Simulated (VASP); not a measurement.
# PC15 (a cell with a defect) in VASP: further runs, part 2 of 2

VASP 6.6.1.

## 3. Single point, PBE, collinear spin

Input file INCAR:

```
SYSTEM = PC15
PREC = Accurate
ENCUT = 520
EDIFF = 1E-6
ISMEAR = 0
SIGMA = 0.01
LREAL = .FALSE.
LASPH = .TRUE.
NELM = 200
ALGO = Normal
ISIF = 2
LWAVE = .FALSE.
LCHARG = .FALSE.
ISPIN = 2
MAGMOM = 0.2 0 0 0 0 0 0 0 0.2 0.2 0.2 0 0.2 0 0 0
LORBIT = 11
GGA = PE
NBANDS = 50
GGA_COMPAT = .FALSE.
```

Input file KPOINTS:

```
Automatic mesh
0
G
  3 3 3
  0 0 0
```

Input file POSCAR:

```
PC15
1.0
    0.0000000000      3.5714737334     -3.5714737334
    3.5714737334      3.5714737334      0.0000000000
    3.5714737334      0.0000000000     -3.5714737334
P C
1 15
Direct
    0.4960937296      0.5005131639      0.5028811597
    0.4985244830      0.0003550556      0.5006277688
    0.9991812256      0.4992788696      0.5012144840
    0.9991775641      0.0001658279      0.5012107186
    0.4985576806      0.4985818075      1.0024099504
    0.4985628215      0.0003152338      1.0023978984
    0.9991913258      0.4992402511      1.0021608524
    0.9986003078     -0.0002592909      1.0017493574
    0.3649097819      0.3658874269      0.3678197151
    0.3649012815      0.9012992042      0.3677645436
    0.8982950609      0.3665481030      0.3684215817
    0.8747520581      0.8755527168      0.3739452162
    0.3648551722      0.3657612974      0.9034847101
    0.3711181155      0.8755750880      0.8775909758
    0.8747708551      0.3719951035      0.8774799132
    0.8747565389      0.8755748448      0.8775060159
```

Potentials or basis: VASP PAW PBE potentials, release 64 (P, C).

Launch:

```sh
cat potpaw_PBE.64/P/POTCAR potpaw_PBE.64/C/POTCAR > POTCAR
mpirun -np 1 vasp_std > vasp.out
```

OUTCAR:

```text
SYSTEM = PC15
   PREC = Accurate
   ENCUT = 520
   EDIFF = 1E-6
   ISMEAR = 0
   LREAL = .FALSE.
   LASPH = .TRUE.
   NELM = 200
   ISIF = 2
   ISPIN = 2
   LORBIT = 11
   GGA = PE

 ion  position               nearest neighbor table
   1  0.496  0.501  0.503-  13 1.65  10 1.65   9 1.65  11 1.66
   2  0.499  0.000  0.501-   9 1.51  10 1.51  12 1.55  14 1.55
   3  0.999  0.499  0.501-   9 1.51  11 1.51  15 1.55  12 1.55
   4  0.999  0.000  0.501-  10 1.51  11 1.51  16 1.55  12 1.55
   5  0.499  0.499  0.002-   9 1.51  13 1.51  15 1.55  14 1.55
   6  0.499  0.000  0.002-  10 1.51  13 1.51  16 1.55  14 1.55
[... 8 lines left out ...]
  15  0.875  0.372  0.877-   8 1.54   5 1.55   3 1.55   7 1.55
  16  0.875  0.876  0.878-   8 1.54   6 1.55   4 1.55   7 1.55

  LATTYP: Found a face centered cubic cell.
 ALAT       =     7.1429474668

[... 1566 lines left out ...]
      1.78928      3.56126     -1.78919         0.005245      0.023564      0.005365
      0.00969      1.78173     -1.78917        -0.022294     -0.004600      0.007899
[... 8 lines left out ...]
      4.46247      4.45279     -6.25812         0.003961     -0.000797     -0.004128
      6.26108      6.25126     -6.25816        -0.001498     -0.000382     -0.002874
 -----------------------------------------------------------------------------------
    total drift:                               -0.000018      0.000013     -0.000022

  FREE ENERGIE OF THE ION-ELECTRON SYSTEM (eV)
  ---------------------------------------------------
  free  energy   TOTEN  =      -134.7706509503 eV

  energy  without entropy=     -134.7702713398  energy(sigma->0) =     -134.77046115

 total charge

# of ion       s       p       d       tot
------------------------------------------
    1        1.016   1.862   0.000   2.878
    2        0.840   1.752   0.000   2.592
    3        0.839   1.751   0.000   2.590
    4        0.839   1.751   0.000   2.590
    5        0.840   1.752   0.000   2.592
    6        0.840   1.752   0.000   2.592
[... 8 lines left out ...]
   15        0.834   1.734   0.000   2.568
   16        0.834   1.734   0.000   2.568
--------------------------------------------------
tot         13.666  28.531   0.000  42.198

 magnetization (x)

# of ion       s       p       d       tot
------------------------------------------
    1        0.001   0.009   0.000   0.009
    2        0.003   0.002   0.000   0.005
    3        0.002   0.001   0.000   0.003
    4        0.002   0.001   0.000   0.003
    5        0.003   0.002   0.000   0.005
    6        0.003   0.002   0.000   0.005
[... 8 lines left out ...]
   15        0.001  -0.000   0.000   0.000
   16        0.001  -0.000   0.000   0.000
--------------------------------------------------
tot          0.032   0.023   0.000   0.055
```

stdout:

```text
POSCAR found type information on POSCAR P C
 POSCAR found :  2 types and      16 ions
 scaLAPACK will be used
 LDA part: xc-table for (Slater+PW92), standard interpolation
 POSCAR, INCAR and KPOINTS ok, starting setup
 FFT: planning ... GRIDC
 FFT: planning ... GRID_SOFT
 FFT: planning ... GRID
 WAVECAR not read
 entering main loop
```

Run time: 3.3 min. Hardware: 1 thread of Intel Xeon Platinum 8488C (Sapphire Rapids), shared host; peak memory 0.32 GiB.

The run converged, but its numbers aren't listed here, since they failed a check.

Caveat: the k points lie up to 0.51 Å⁻¹ apart.

## 4. Relaxation of the atoms, PBE

Input file INCAR:

```
SYSTEM = PC15
  PREC = Accurate
  ENCUT = 520
  EDIFF = 1E-7
  ISMEAR = 0
  SIGMA = 0.01
  LREAL = .FALSE.
  LASPH = .TRUE.
  NELM = 120
  ALGO = Normal
  ISIF = 2
  LWAVE = .FALSE.
  LCHARG = .FALSE.
  GGA = PE
  IBRION = 2
  NSW = 65
  EDIFFG = -0.025
  NELECT = 64.0
  GGA_COMPAT = .FALSE.
  NELMIN = 4
```

Input file KPOINTS:

```
regular mesh
0
G
  3 3 3
  0 0 0
```

POSCAR: that of step 3 with these lines changed.

```diff
@@ -8,3 +8,3 @@
 Direct
-    0.4960937296      0.5005131639      0.5028811597
+    0.4914552814      0.5009318063      0.5102702317
     0.4985244830      0.0003550556      0.5006277688
@@ -16,7 +16,7 @@
     0.9986003078     -0.0002592909      1.0017493574
-    0.3649097819      0.3658874269      0.3678197151
-    0.3649012815      0.9012992042      0.3677645436
-    0.8982950609      0.3665481030      0.3684215817
+    0.3709784989      0.3630644223      0.3647080667
+    0.3584476035      0.9062017369      0.3711204035
+    0.8975443347      0.3636471312      0.3666123319
     0.8747520581      0.8755527168      0.3739452162
-    0.3648551722      0.3657612974      0.9034847101
+    0.3635037085      0.3650795097      0.9062601349
     0.3711181155      0.8755750880      0.8775909758
```

Launch:

```sh
cat potpaw_PBE.64/P/POTCAR potpaw_PBE.64/C/POTCAR > POTCAR
mpirun -np 1 vasp_std > vasp.out
```

Run time: 9.5 min. Hardware: 1 thread of Intel Xeon Platinum 8488C (Sapphire Rapids), shared host; peak memory 0.24 GiB.

Results (log left out):

- Free energy: -149.2988 eV
- Energy gained by relaxing: 5.8 meV/atom
- Ionic steps: 13
- Largest force after relaxing: 0.013 eV/Å

Forces on the atoms (eV/Å):
```
P    0.003 -0.006 -0.001
C   -0.001 -0.004 -0.001
C    0.004 -0.005  0.001
C    0.001 -0.003  0.001
C    0.004 -0.001  0.003
C   -0.005 -0.003 -0.002
C    0.005 -0.002  0.001
C    0.001 -0.007  0.000
C    0.002  0.009 -0.006
C   -0.002  0.002 -0.003
C   -0.003 -0.003  0.003
C    0.000  0.003 -0.002
C   -0.001  0.011  0.007
C   -0.005  0.003 -0.001
C    0.003  0.004  0.002
C   -0.005  0.003 -0.001
```

Step by step:
```
step  energy change (eV)  largest force (eV/Å)  pressure (GPa)
   1              0.0000                2.0388           14.19
   2              0.4602                5.6330           15.39
   3             -0.0794                0.6168           14.03
   4             -0.0671                1.0683           14.01
   5             -0.0877                0.2345           14.00
   6             -0.0918                0.0966           13.97
   7             -0.0919                0.1101           13.97
   8             -0.0922                0.1225           14.03
   9             -0.0925                0.0505           14.01
  10             -0.0928                0.0675           14.00
  11             -0.0928                0.0493           14.00
  12             -0.0928                0.0548           13.99
  13             -0.0929                0.0133           14.00
```

Final structure:
```cif
data_structure
_symmetry_space_group_name_H-M 'P 1'
_symmetry_Int_Tables_number 1
_cell_length_a 5.0508
_cell_length_b 5.0508
_cell_length_c 5.0508
_cell_angle_alpha 60.000
_cell_angle_beta 60.000
_cell_angle_gamma 60.000
_cell_volume 91.11
loop_
_atom_site_label
_atom_site_type_symbol
_atom_site_fract_x
_atom_site_fract_y
_atom_site_fract_z
_atom_site_occupancy
P1 P 0.49809 0.49971 0.50231 1
C1 C 0.49808 0.99971 0.50234 1
C2 C 0.99809 0.49974 0.50231 1
C3 C 0.99804 0.99972 0.50235 1
C4 C 0.49812 0.49968 0.00230 1
C5 C 0.49805 0.99970 0.00235 1
C6 C 0.99809 0.49971 0.00230 1
C7 C 0.99809 0.99972 0.00231 1
C8 C 0.36407 0.36571 0.36833 1
C9 C 0.36404 0.90167 0.36838 1
C10 C 0.90004 0.36576 0.36833 1
C11 C 0.87371 0.87538 0.37536 1
C12 C 0.36409 0.36566 0.90431 1
C13 C 0.37109 0.87535 0.87800 1
C14 C 0.87375 0.37272 0.87797 1
C15 C 0.87369 0.87537 0.87801 1
```

Levels at points of the mesh, in eV from the Fermi level:
```
           k point  band 29  band 30  band 31  band 32  band 33  band 34  band 35  band 36
(0.00, 0.00, 0.00)    -2.45    -0.05    -0.05    -0.05     3.72     3.72     3.72     4.18
```

Caveat: the k points lie up to 0.51 Å⁻¹ apart; the cell carries a net charge on a neutralising background, which shifts energy and pressure; the cell is charged against a uniform background, so pressure and absolute levels hang on convention.
